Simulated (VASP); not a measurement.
# NaSr2Sn3 (C2/m) in VASP: single point with PBE

Aim: the single point of NaSr2Sn3 with PBE.

Everything below comes from runs of VASP 6.6.1. Logs are shortened: lines on timing, memory, paths and dates and some standing lists are left out, and cuts for length are marked.

## (1) The cell of the first run

The structure is monoclinic, space group C2/m (No. 12). The conventional cell has a = 10.843 Å, b = 6.296 Å, c = 6.357 Å, α = 90.00°, β = 121.88°, γ = 90.00°. Na (site symmetry 2/m) has 6 Sn at 3.13 to 3.18 Å and 6 Sr at 3.74 to 3.90 Å within 4.1 Å. Sr (site symmetry m) has 9 Sn at 3.64 to 3.82 Å and 3 Na at 3.74 to 3.90 Å and 4 Sr at 3.84 to 4.05 Å within 4.8 Å. Within 4.1 Å of Sn (site symmetry -1) lie 2 Na at 3.13 Å and 4 Sn at 3.15 to 3.29 Å and 6 Sr at 3.64 to 3.82 Å. Within 4.2 Å of Sn (site symmetry 2/m) lie 2 Na at 3.18 Å and 4 Sn at 3.29 Å and 6 Sr at 3.69 Å.

## (2) Single point, PBE

Input file INCAR:

```
SYSTEM = NaSr2Sn3
ALGO = Fast
EDIFF = 1E-6
ENCUT = 520
GGA = PE
ISIF = 2
ISMEAR = 0
LASPH = .True.
LCHARG = .True.
LELF = .True.
LREAL = .False.
LVHAR = .True.
LWAVE = .False.
NBANDS = 44
NELM = 60
PREC = Accurate
SIGMA = 0.1
```

Input file KPOINTS:

```
k-points
0
Gamma
  4 4 4
  0 0 0
```

Input file POSCAR:

```
NaSr2Sn3
1.0
    5.4213459862     -3.1479549744      0.0000000000
    5.4213459862      3.1479549744      0.0000000000
   -3.3572486791      0.0000000000      5.3985490234
Na Sr Sn
1 2 3
Direct
    0.5000000000      0.5000000000      0.0000000000
    0.1270918096      0.1270918096      0.3747656398
    0.8729081904      0.8729081904      0.6252343602
    0.0000000000      0.5000000000      0.0000000000
    0.5000000000      0.0000000000      0.0000000000
    0.5000000000      0.5000000000      0.5000000000
```

Potentials or basis: VASP PAW PBE potentials, release 64 (Na_pv, Sr_sv, Sn_d).

On the command line:

```sh
cat potpaw_PBE.64/Na_pv/POTCAR potpaw_PBE.64/Sr_sv/POTCAR potpaw_PBE.64/Sn_d/POTCAR > POTCAR
mpirun -np 1 vasp_std > vasp.out
```

OUTCAR:

```text
SYSTEM = NaSr2Sn3
   EDIFF = 1E-6
   ENCUT = 520
   GGA = PE
   ISIF = 2
   ISMEAR = 0
   LASPH = .True.
   LREAL = .False.
   NELM = 60
   PREC = Accurate

 ion  position               nearest neighbor table
   1  0.500  0.500  0.000-   4 3.13   5 3.13   5 3.13   4 3.13   6 3.18   6 3.18   3 3.74   2 3.74
                             3 3.74   2 3.74   2 3.90   3 3.90
   2  0.127  0.127  0.375-   4 3.64   5 3.64   6 3.69   6 3.69   6 3.69   1 3.74   1 3.74   5 3.80
                             4 3.80   5 3.82   4 3.82   3 3.84   3 3.88   3 3.88   1 3.90   3 4.05
   3  0.873  0.873  0.625-   4 3.64   5 3.64   6 3.69   6 3.69   6 3.69   1 3.74   1 3.74   4 3.80
                             5 3.80   5 3.82   4 3.82   2 3.84   2 3.88   2 3.88   1 3.90   2 4.05
   4  0.000  0.500  0.000-   1 3.13   1 3.13   5 3.15   5 3.15   6 3.29   6 3.29   3 3.64   2 3.64
                             3 3.80   2 3.80   2 3.82   3 3.82
   5  0.500  0.000  0.000-   1 3.13   1 3.13   4 3.15   4 3.15   6 3.29   6 3.29   3 3.64   2 3.64
                             3 3.80   2 3.80   3 3.82   2 3.82
   6  0.500  0.500  0.500-   1 3.18   1 3.18   5 3.29   4 3.29   5 3.29   4 3.29   3 3.69   2 3.69
                             3 3.69   2 3.69   3 3.69   2 3.69

  LATTYP: Found a base centered monoclinic cell.
 ALAT       =    10.8426919724
 B/A-ratio  =     0.5806593017
 C/A-ratio  =     0.5863225406
 COS(beta)  =    -0.5280922583

  Lattice vectors:

 A1 = (   5.4213459862,  -3.1479549744,   0.0000000000)
 A2 = (   5.4213459862,   3.1479549744,   0.0000000000)
 A3 = (  -3.3572486791,   0.0000000000,   5.3985490234)

Analysis of symmetry for initial positions (statically):
=====================================================================
 Subroutine PRICEL returns:
 Original cell was already a primitive cell.

 Routine SETGRP: Setting up the symmetry group for a
 base centered monoclinic supercell.

 Subroutine GETGRP returns: Found  4 space group operations
 (whereof  4 operations were pure point group operations)
 out of a pool of  4 trial point group operations.

The static configuration has the point symmetry C_2h.

Analysis of symmetry for dynamics (positions and initial velocities):
=====================================================================
 Subroutine PRICEL returns:
 Original cell was already a primitive cell.

 Routine SETGRP: Setting up the symmetry group for a
 base centered monoclinic supercell.

 Subroutine GETGRP returns: Found  4 space group operations
 (whereof  4 operations were pure point group operations)
 out of a pool of  4 trial point group operations.

The dynamic configuration has the point symmetry C_2h.

[... 112 lines left out ...]
   ISYM   =      2    0-nonsym 1-usesym 2-fastsym
   POTIM  = 0.5000    time-step for ionic-motion
   TEBEG  =    0.0;   TEEND  =   0.0 temperature during run
   PSTRESS=    0.0 pullay stress
   NELECT =      69.0000    total number of electrons
   NUPDOWN=      -1.0000    fix difference up-down
   EMIN   =  10.00;   EMAX   =-10.00  energy-range for DOS
   EFERMI =   0.00;   METHOD = LEGACY
   ISMEAR =     0;   SIGMA  =   0.10  broadening in eV -4-tet -1-fermi 0-gaus
   EFERMI_NEDOS =   21; number of points for ismear=-14 and -15
   IALGO  =     68    algorithm
   IMIX   =      4    mixing-type and parameters
     AMIX     =   0.40;   BMIX     =  1.00
     AMIX_MAG =   1.60;   BMIX_MAG =  1.00
  volume/ion in A,a.u.               =      30.71       207.25
  Fermi-wavevector in a.u.,A,eV,Ry     =   1.179986  2.229851 18.944312  1.392368
  Thomas-Fermi vector in A             =   2.316287
   LORBIT       =      0    0 simple, 1 ext, 2 COOP (PROOUT), +10 PAW based schemes
   GGA     = PE    functional components
   LHFCALC =     F    Hartree Fock is set to
   AEXX    =    0.0000 exact exchange contribution
   IVDW    =     0    specifies the selected vdW correction
   LEPSILON=     F    determine dielectric tensor
   LRPA    =     F    only Hartree local field effects (RPA)
 non-spin polarized calculation
 RMM-DIIS sequential band-by-band and
 Gauss-broadening in eV      SIGMA  =   0.10
  energy-cutoff  :      520.00
  volume of cell :      184.26
 maximum number of plane-waves:      4996
 NGX is ok and might be reduce to    48
   NGX = 23   NGY = 23   NGZ = 23

 number of electron      69.0000015 magnetization

 Free energy of the ion-electron system (eV)
  ---------------------------------------------------
  ext. energy  EPLUGINS =         0.00000000
  ---------------------------------------------------
  free energy    TOTEN  =       -18.62851209 eV

  energy without entropy =      -18.60502987  energy(sigma->0) =      -18.61677098

 E-fermi :   4.8309     XC(G=0):  -9.1622

 val. band max:        4.8263570876   @ k =   0.2500   0.2500   0.2500
 cond. band min:       4.8516102085   @ k =   0.5000   0.0000   0.0000
 fundamental gap:      0.0252531209
 Fermi energy:         4.8309290412

 k-point     1 :       0.0000    0.0000    0.0000
  band No.  band energies     occupation
      1     -31.2496      2.00000
      2     -31.2187      2.00000
      3     -19.1295      2.00000
      4     -19.1260      2.00000
      5     -19.1158      2.00000
      6     -16.5895      2.00000
[... 1117 lines left out ...]
     43       8.5734      0.00000
     44       8.7221      0.00000

------------------------ aborting loop because EDIFF is reached ----------------------------------------

  FORCE on cell =-STRESS in cart. coord.  units (eV):
  Direction    XX          YY          ZZ          XY          YZ          ZX
  --------------------------------------------------------------------------------------
  -------------------------------------------------------------------------------------
  Total       -0.1117039      0.1379398     -0.1606098      0.0000000      0.0000000     -0.0123648
  in kB       -0.9712618      1.1993816     -1.3964967      0.0000000      0.0000000     -0.1075119
  external PRESSURE =      -0.3894589 kB  Pullay stress =       0.0000000 kB

 VOLUME and BASIS-vectors are now :
 -----------------------------------------------------------------------------
  energy-cutoff  :      520.00
  volume of cell :      184.26
      direct lattice vectors                 reciprocal lattice vectors
     5.421345986 -3.147954974  0.000000000     0.092228019 -0.158833276  0.057354744
     5.421345986  3.147954974  0.000000000     0.092228019  0.158833276  0.057354744
    -3.357248679  0.000000000  5.398549023     0.000000000  0.000000000  0.185234958

 POSITION                                       TOTAL-FORCE (eV/Angst)
 -----------------------------------------------------------------------------------
      5.42135      0.00000      0.00000        -0.000000      0.000000      0.000000
      0.11984      0.00000      2.02319        -0.022785     -0.000000     -0.000408
      7.36561      0.00000      3.37536         0.022785     -0.000000      0.000408
      2.71067      1.57398      0.00000        -0.000000     -0.000000      0.000000
      2.71067     -1.57398      0.00000        -0.000000     -0.000000      0.000000
      3.74272      0.00000      2.69927        -0.000000     -0.000000      0.000000
 -----------------------------------------------------------------------------------
    total drift:                               -0.000000      0.000000      0.000000

  FREE ENERGIE OF THE ION-ELECTRON SYSTEM (eV)
  ---------------------------------------------------
  free  energy   TOTEN  =       -18.6285120876 eV

  energy  without entropy=      -18.6050298689  energy(sigma->0) =      -18.61677098
```

stdout:

```text
POSCAR found type information on POSCAR NaSrSn
 POSCAR found :  3 types and       6 ions
 scaLAPACK will be used
 LDA part: xc-table for (Slater+PW92), standard interpolation
 POSCAR, INCAR and KPOINTS ok, starting setup
 FFT: planning ... GRIDC
 FFT: planning ... GRID_SOFT
 FFT: planning ... GRID
 WAVECAR not read
 entering main loop
WARNING in EDDRMM: call to ZHEGV failed, returncode =   8  4     28
WARNING in EDDRMM: call to ZHEGV failed, returncode =   8  4     28
WARNING in EDDRMM: call to ZHEGV failed, returncode =   8  4     38
WARNING in EDDRMM: call to ZHEGV failed, returncode =   8  4     29
```

Wall time 6.4 min (1 thread of Intel Xeon 6975P-C (Granite Rapids), shared host); peak memory 0.43 GiB.

What came out:

```yaml
Free_energy: -18.6285 eV
Pressure: 0.0 GPa
Largest_force: 0.023 eV/Å
Band_gap_on_the_k_mesh: zero (an odd number of electrons rules out a gap without spin polarisation)
```

Forces in eV/Å, atoms in the order of the input:
```
Na   0.000  0.000  0.000
Sr  -0.023  0.000  0.000
Sr   0.023  0.000  0.000
Sn   0.000  0.000  0.000
Sn   0.000  0.000  0.000
Sn   0.000  0.000  0.000
```

Stress tensor (GPa, compression positive):
```
-0.10  0.00 -0.01
 0.00  0.12  0.00
-0.01  0.00 -0.14
```

Caveat: spin-orbit coupling is left out, which moves the levels of the heavy elements.

The gap in the log of VASP goes by the Fermi energy; the results here count the filled bands.